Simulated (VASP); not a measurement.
# FePt (P-6m2) in VASP: further runs

Runs on FePt. Level: PBE. Tasks: single point.

Everything below comes from runs of VASP 6.6.1. Logs are shortened: lines on timing, memory, paths and dates and some standing lists are left out, and cuts for length are marked.

**1. The cell of the first run**

The structure is hexagonal, space group P-6m2 (No. 187). Conventional cell: a = 2.660 Å, b = 2.660 Å, c = 4.476 Å, α = 90.00°, β = 90.00°, γ = 120.00°. Fe (site symmetry -6m2) has 6 Fe at 2.66 Å and 6 Pt at 2.71 Å within 3.5 Å. Pt (site symmetry -6m2) has 6 Pt at 2.66 Å and 6 Fe at 2.71 Å within 3.5 Å.

**2. Single point, PBE, collinear spin, ferromagnetic start**

File INCAR:

```
PREC = Accurate
ENCUT = 600
EDIFF = 1E-6
ISMEAR = 0
SIGMA = 0.1
LREAL = F
LASPH = T
NELM = 200
ALGO = Normal
ISIF = 2
LWAVE = F
LCHARG = F
ISPIN = 2
MAGMOM = 4 0
LORBIT = 11
LMAXMIX = 4
GGA = PE
NBANDS = 20
GGA_COMPAT = F
```

File KPOINTS:

```
regular mesh
0
Gamma
  6 6 4
```

File POSCAR:

```
FePt
1.0
    2.6601049400      0.0000000000      0.0000000000
   -1.3300524700      2.3037184600      0.0000000000
    0.0000000000      0.0000000000      4.4763171200
Fe Pt
1 1
Direct
    0.3333333300      0.6666666700      0.5000000000
    0.6666666700      0.3333333300      0.0000000000
```

Potentials or basis: VASP PAW PBE potentials, release 64 (Fe, Pt).

Command:

```
cat potpaw_PBE.64/Fe/POTCAR potpaw_PBE.64/Pt/POTCAR > POTCAR
mpirun -np 1 vasp_std > vasp.out
```

OUTCAR:

```text
PREC = Accurate
   ENCUT = 600
   EDIFF = 1E-6
   ISMEAR = 0
   LREAL = F
   LASPH = T
   NELM = 200
   ISIF = 2
   ISPIN = 2
   LORBIT = 11
   GGA = PE

 ion  position               nearest neighbor table
   1  0.333  0.667  0.500-   2 2.71   2 2.71   2 2.71   2 2.71   2 2.71   2 2.71
   2  0.667  0.333  0.000-   1 2.71   1 2.71   1 2.71   1 2.71   1 2.71   1 2.71

  LATTYP: Found a hexagonal cell.
 ALAT       =     2.6601049400
 C/A-ratio  =     1.6827595982

  Lattice vectors:

 A1 = (   2.6601049400,   0.0000000000,   0.0000000000)
 A2 = (  -1.3300524700,   2.3037184600,   0.0000000000)
 A3 = (   0.0000000000,   0.0000000000,   4.4763171200)

Analysis of symmetry for initial positions (statically):
=====================================================================
 Subroutine PRICEL returns:
 Original cell was already a primitive cell.

 Routine SETGRP: Setting up the symmetry group for a
 hexagonal supercell.

 Subroutine GETGRP returns: Found 12 space group operations
 (whereof 12 operations were pure point group operations)
 out of a pool of 24 trial point group operations.

The static configuration has the point symmetry D_3h.

Analysis of symmetry for dynamics (positions and initial velocities):
=====================================================================
 Subroutine PRICEL returns:
 Original cell was already a primitive cell.

 Routine SETGRP: Setting up the symmetry group for a
 hexagonal supercell.

 Subroutine GETGRP returns: Found 12 space group operations
 (whereof 12 operations were pure point group operations)
 out of a pool of 24 trial point group operations.

The dynamic configuration has the point symmetry D_3h.

Analysis of structural, dynamic, and magnetic symmetry:
=====================================================================
 Subroutine PRICEL returns:
 Original cell was already a primitive cell.

 Routine SETGRP: Setting up the symmetry group for a
 hexagonal supercell.

 Subroutine GETGRP returns: Found 12 space group operations
 (whereof 12 operations were pure point group operations)
 out of a pool of 24 trial point group operations.

The overall configuration has the point symmetry D_3h.

 Subroutine INISYM returns: Found 12 space group operations
 (whereof 12 operations are pure point group operations),
 and found     1 'primitive' translations

----------------------------------------------------------------------------------------

                                     Primitive cell

  volume of cell :      27.4315

  direct lattice vectors                    reciprocal lattice vectors
     2.660104940  0.000000000  0.000000000     0.375925019  0.217040410  0.000000000
    -1.330052470  2.303718460  0.000000000     0.000000000  0.434080821  0.000000000
     0.000000000  0.000000000  4.476317120     0.000000000  0.000000000  0.223397935

  length of vectors
     2.660104940  2.660104945  4.476317120     0.434080822  0.434080821  0.223397935

  position of ions in fractional coordinates (direct lattice)
     0.333333330  0.666666670  0.500000000
     0.666666670  0.333333330  0.000000000

  ion indices of the primitive-cell ions
   primitive index   ion index
                 1           1
                 2           2

----------------------------------------------------------------------------------------

 KPOINTS: regular mesh

Automatic generation of k-mesh.
 Grid dimensions read from file:
 generate k-points for:    6    6    4

 Generating k-lattice:

  Cartesian coordinates                     Fractional coordinates (reciprocal lattice)
     0.062654170  0.036173402  0.000000000     0.166666667  0.000000000  0.000000000
     0.000000000  0.072346803  0.000000000     0.000000000  0.166666667  0.000000000
     0.000000000  0.000000000  0.055849484     0.000000000  0.000000000  0.250000000

  Length of vectors
     0.072346804  0.072346803  0.055849484

  Shift w.r.t. Gamma in fractional coordinates (k-lattice)
     0.000000000  0.000000000  0.000000000

 Subroutine IBZKPT returns following result:
 ===========================================

 Found     21 irreducible k-points:

 Following reciprocal coordinates:
            Coordinates               Weight
  0.000000  0.000000  0.000000      1.000000
  0.166667  0.000000  0.000000      6.000000
  0.333333  0.000000  0.000000      6.000000
  0.500000  0.000000  0.000000      3.000000
  0.166667  0.166667  0.000000      6.000000
  0.333333  0.166667  0.000000     12.000000
[... 13 lines left out ...]
  0.333333  0.166667  0.500000     12.000000
  0.333333  0.333333  0.500000      2.000000
   k-points           NKPTS =     21   k-points in BZ     NKDIM =     21   number of bands    NBANDS=     20
   number of dos      NEDOS =    301   number of ions     NIONS =      2
   total plane-waves  NPLWV =  20736
   dimension x,y,z NGX =    24 NGY =   24 NGZ =   36
   dimension x,y,z NGXF=    48 NGYF=   48 NGZF=   72
   ions per type =               1   1
   NGX,Y,Z   is equivalent  to a cutoff of  15.00, 15.00, 13.37 a.u.
   NGXF,Y,Z  is equivalent  to a cutoff of  30.00, 30.00, 26.74 a.u.
 SYSTEM =  unknown system
   PREC   = accura    normal or accurate (medium, high low for compatibility)
   ISTART =      0    job   : 0-new  1-cont  2-samecut
   ICHARG =      2    charge: 1-file 2-atom 10-const
   ISPIN  =      2    spin polarized calculation?
   LNONCOLLINEAR =      F non collinear calculations
   LSORBIT =      F    spin-orbit coupling
   LASPH  =      T    aspherical Exc in radial PAW
   ENCUT  =  600.0 eV  44.10 Ry    6.64 a.u.   5.31  5.31  8.94*2*pi/ulx,y,z
   NELM   =    200;   NELMIN=  2; NELMDL= -5     # of ELM steps
   EDIFF  = 0.1E-05   stopping-criterion for ELM
   LREAL  =      F    real-space projection
   EDIFFG = 0.1E-04   stopping-criterion for IOM
   NSW    =      0    number of steps for IOM
   IBRION =     -1    ionic relax: 0-MD 1-quasi-New 2-CG
   NFREE  =      0    steps in history (QN), initial steepest desc. (CG)
   ISIF   =      2    stress and relaxation
   ISYM   =      2    0-nonsym 1-usesym 2-fastsym
   POTIM  = 0.5000    time-step for ionic-motion
   TEBEG  =    0.0;   TEEND  =   0.0 temperature during run
   PSTRESS=    0.0 pullay stress
   NELECT =      18.0000    total number of electrons
   NUPDOWN=      -1.0000    fix difference up-down
   EMIN   =  10.00;   EMAX   =-10.00  energy-range for DOS
   EFERMI =   0.00;   METHOD = LEGACY
   ISMEAR =     0;   SIGMA  =   0.10  broadening in eV -4-tet -1-fermi 0-gaus
   EFERMI_NEDOS =   21; number of points for ismear=-14 and -15
   IALGO  =     38    algorithm
   IMIX   =      4    mixing-type and parameters
     AMIX     =   0.40;   BMIX     =  1.00
     AMIX_MAG =   1.60;   BMIX_MAG =  1.00
  volume/ion in A,a.u.               =      13.72        92.56
  Fermi-wavevector in a.u.,A,eV,Ry     =   1.422600  2.688323 27.535327  2.023789
  Thomas-Fermi vector in A             =   2.543286
   LORBIT       =     11    0 simple, 1 ext, 2 COOP (PROOUT), +10 PAW based schemes
   GGA     = PE    functional components
   LHFCALC =     F    Hartree Fock is set to
   AEXX    =    0.0000 exact exchange contribution
   IVDW    =     0    specifies the selected vdW correction
   LEPSILON=     F    determine dielectric tensor
   LRPA    =     F    only Hartree local field effects (RPA)
 spin polarized calculation
 Gauss-broadening in eV      SIGMA  =   0.10
  energy-cutoff  :      600.00
  volume of cell :       27.43
 maximum number of plane-waves:       936
 NGX is ok and might be reduce to    24
   NGX = 11   NGY = 11   NGZ = 17

 number of electron      18.0000004 magnetization       3.1029571

 Free energy of the ion-electron system (eV)
  ---------------------------------------------------
  ext. energy  EPLUGINS =         0.00000000
  ---------------------------------------------------
  free energy    TOTEN  =       -14.59348109 eV

  energy without entropy =      -14.58675458  energy(sigma->0) =      -14.59011783

 E-fermi :   8.7634     XC(G=0): -13.0815

 val. band max:        8.7496328663   @ k =   0.1667   0.0000   0.0000
 cond. band min:       8.8032762233   @ k =   0.3333   0.0000   0.5000
 fundamental gap:      0.0536433570
 Fermi energy:         8.7633831208

 spin component 1

 k-point     1 :       0.0000    0.0000    0.0000
  band No.  band energies     occupation
      1      -1.0384      1.00000
      2       2.1118      1.00000
      3       4.9145      1.00000
      4       4.9145      1.00000
      5       5.5233      1.00000
      6       6.3789      1.00000
[... 12 lines left out ...]
     19      32.3864      0.00000
     20      32.3864      0.00000
[... 438 lines left out ...]
 k-point    21 :       0.3333    0.3333    0.5000
  band No.  band energies     occupation
      1       3.5383      1.00000
      2       3.9885      1.00000
      3       4.2861      1.00000
      4       4.3060      1.00000
      5       4.4848      1.00000
      6       5.9365      1.00000
[... 12 lines left out ...]
     19      28.9654      0.00000
     20      30.1872      0.00000
 Fermi energy:         8.7633831208

 spin component 2

 k-point     1 :       0.0000    0.0000    0.0000
  band No.  band energies     occupation
      1      -0.9397      1.00000
      2       2.3938      1.00000
      3       5.0925      1.00000
      4       5.0925      1.00000
      5       7.4940      1.00000
      6       7.5659      1.00000
[... 12 lines left out ...]
     19      32.5640      0.00000
     20      32.5640      0.00000
[... 438 lines left out ...]
 k-point    21 :       0.3333    0.3333    0.5000
  band No.  band energies     occupation
      1       3.9848      1.00000
      2       4.2329      1.00000
      3       4.6109      1.00000
      4       4.6259      1.00000
      5       5.3100      1.00000
      6       7.8224      1.00000
[... 12 lines left out ...]
     19      29.0914      0.00000
     20      30.2161      0.00000

------------------------ aborting loop because EDIFF is reached ----------------------------------------

  FORCE on cell =-STRESS in cart. coord.  units (eV):
  Direction    XX          YY          ZZ          XY          YZ          ZX
  --------------------------------------------------------------------------------------
  -------------------------------------------------------------------------------------
  Total        1.8766338      1.8766338     -0.4461631      0.0000000      0.0000000      0.0000000
  in kB      109.6077092    109.6077097    -26.0588468      0.0000000      0.0000000      0.0000000
  external PRESSURE =      64.3855240 kB  Pullay stress =       0.0000000 kB

 VOLUME and BASIS-vectors are now :
 -----------------------------------------------------------------------------
  energy-cutoff  :      600.00
  volume of cell :       27.43
      direct lattice vectors                 reciprocal lattice vectors
     2.660104940  0.000000000  0.000000000     0.375925019  0.217040410  0.000000000
    -1.330052470  2.303718460  0.000000000     0.000000000  0.434080821  0.000000000
     0.000000000  0.000000000  4.476317120     0.000000000  0.000000000  0.223397935

 POSITION                                       TOTAL-FORCE (eV/Angst)
 -----------------------------------------------------------------------------------
     -0.00000      1.53581      2.23816         0.000000      0.000000      0.000000
      1.33005      0.76791      0.00000        -0.000000      0.000000      0.000000
 -----------------------------------------------------------------------------------
    total drift:                               -0.000002      0.000001      0.000000

  FREE ENERGIE OF THE ION-ELECTRON SYSTEM (eV)
  ---------------------------------------------------
  free  energy   TOTEN  =       -14.5934810886 eV

  energy  without entropy=      -14.5867545770  energy(sigma->0) =      -14.59011783

 total charge

# of ion       s       p       d       tot
------------------------------------------
    1        0.408   0.424   6.161   6.993
    2        0.723   0.707   8.066   9.495
--------------------------------------------------
tot          1.131   1.131  14.227  16.488

 magnetization (x)

# of ion       s       p       d       tot
------------------------------------------
    1       -0.008  -0.016   2.881   2.857
    2       -0.009  -0.047   0.288   0.232
--------------------------------------------------
tot         -0.017  -0.063   3.169   3.089
```

It took 43 s on 1 thread of Oxide Virtual Turin-like, shared host; peak memory 0.15 GiB.

What came out:

| Quantity | Value |
| --- | --- |
| Free energy | -14.5935 eV |
| Pressure | 6.4 GPa |
| Net moment | 3.10 μB per cell |
| Site moments | Fe +2.86; Pt +0.23 μB |
| Valence electrons inside the program's atomic spheres | Fe 6.99; Pt 9.49 |

Levels at points of the mesh, in eV from the Fermi level:
Spin up:
```
           k point  band 9  band 10  band 11  band 12  band 13  band 14
(0.00, 0.00, 0.00)   -2.16    -0.80    -0.75    -0.75     5.25    15.81
(0.50, 0.00, 0.00)   -0.65     0.49     1.26     3.79     8.11     8.22
(0.00, 0.00, 0.50)   -1.55    -1.55    -0.91    -0.91    11.31    14.16
(0.50, 0.00, 0.50)   -0.83     0.50     1.18     1.39     6.68     6.93
```
Spin down:
```
           k point  band 4  band 5  band 6  band 7  band 8  band 9  band 10  band 11  band 12  band 13
(0.00, 0.00, 0.00)   -3.67   -1.27   -1.20   -1.20   -0.69    0.24     0.24     1.58     1.58     6.31
(0.50, 0.00, 0.00)   -2.33   -2.04   -0.83   -0.51    0.68    1.72     2.14     2.83     4.30     8.60
(0.00, 0.00, 0.50)   -3.72   -3.72   -1.34   -1.34   -0.86    0.61     0.61     1.48     1.48    11.98
(0.50, 0.00, 0.50)   -1.93   -1.80   -0.17    0.42    0.60    1.00     2.14     2.24     2.26     7.19
```

Caveat: the k points lie up to 0.45 Å⁻¹ apart; spin-orbit coupling is left out, which moves the levels of the heavy elements.

**3. Single point, PBE, collinear spin, ferromagnetic start**

This run uses another cell than the first one, of 14.06 Å³/atom.

File INCAR:

```
SYSTEM = FePt
ALGO = Normal
EDIFF = 1E-6
ENCUT = 600
GGA = PE
GGA_COMPAT = .FALSE.
ISIF = 2
ISMEAR = 0
ISPIN = 2
LASPH = .TRUE.
LCHARG = .FALSE.
LMAXMIX = 4
LORBIT = 11
LREAL = .FALSE.
LWAVE = .FALSE.
MAGMOM = 4 0
NBANDS = 20
NELM = 200
PREC = Accurate
SIGMA = 0.1
```

File KPOINTS:

```
k-points
0
G
  6 6 4
  0 0 0
```

File POSCAR:

```
FePt
1.0
    2.7158450018      0.0000000000      0.0000000000
   -1.3579225009      2.3519907643      0.0000000000
    0.0000000000      0.0000000000      4.4016724032
Fe Pt
1 1
Direct
    0.3333333333      0.6666666667      0.5000000000
    0.6666666667      0.3333333333      0.0000000000
```

Potentials or basis: VASP PAW PBE potentials, release 64 (Fe, Pt).

Command:

```
cat potpaw_PBE.64/Fe/POTCAR potpaw_PBE.64/Pt/POTCAR > POTCAR
mpirun -np 1 vasp_std > vasp.out
```

Wall time 45 s (1 thread of Oxide Virtual Turin-like, shared host); peak memory 0.15 GiB.

Results (log left out):

| Item | Value |
| --- | --- |
| Free energy | -14.6327 eV |
| Pressure | -0.3 GPa |
| Net moment | 3.14 μB per cell |
| Site moments | Fe +2.88; Pt +0.25 μB |
| Valence electrons inside the program's atomic spheres | Fe 6.96; Pt 9.40 |

Stress tensor (GPa, compression positive):
```
-0.40  0.00  0.00
 0.00 -0.40  0.00
 0.00  0.00 -0.12
```

Levels at points of the mesh, in eV from the Fermi level:
Spin up:
```
           k point  band 8  band 9  band 10  band 11  band 12  band 13  band 14  band 15
(0.00, 0.00, 0.00)   -2.38   -2.38    -0.89    -0.89    -0.49     5.51    15.52    18.99
(0.50, 0.00, 0.00)   -1.05   -0.68     0.10     1.02     3.40     8.00     8.23    11.22
(0.00, 0.00, 0.50)   -2.81   -1.62    -1.62    -1.07    -1.07    11.80    14.71    15.36
(0.50, 0.00, 0.50)   -1.16   -1.01     0.11     1.06     1.23     6.06     6.69    14.94
```
Spin down:
```
           k point  band 4  band 5  band 6  band 7  band 8  band 9  band 10  band 11  band 12  band 13
(0.00, 0.00, 0.00)   -3.64   -1.46   -1.46   -1.03   -0.38    0.22     0.22     1.46     1.46     6.52
(0.50, 0.00, 0.00)   -2.53   -2.12   -0.75   -0.43    0.31    1.68     1.97     2.64     3.97     8.45
(0.00, 0.00, 0.50)   -3.71   -3.71   -1.60   -1.60   -0.72    0.62     0.62     1.36     1.36    12.44
(0.50, 0.00, 0.50)   -2.11   -1.69   -0.29    0.24    0.35    0.85     1.97     2.09     2.19     6.63
```

Caveat: the k points lie up to 0.45 Å⁻¹ apart; spin-orbit coupling is left out, which moves the levels of the heavy elements.
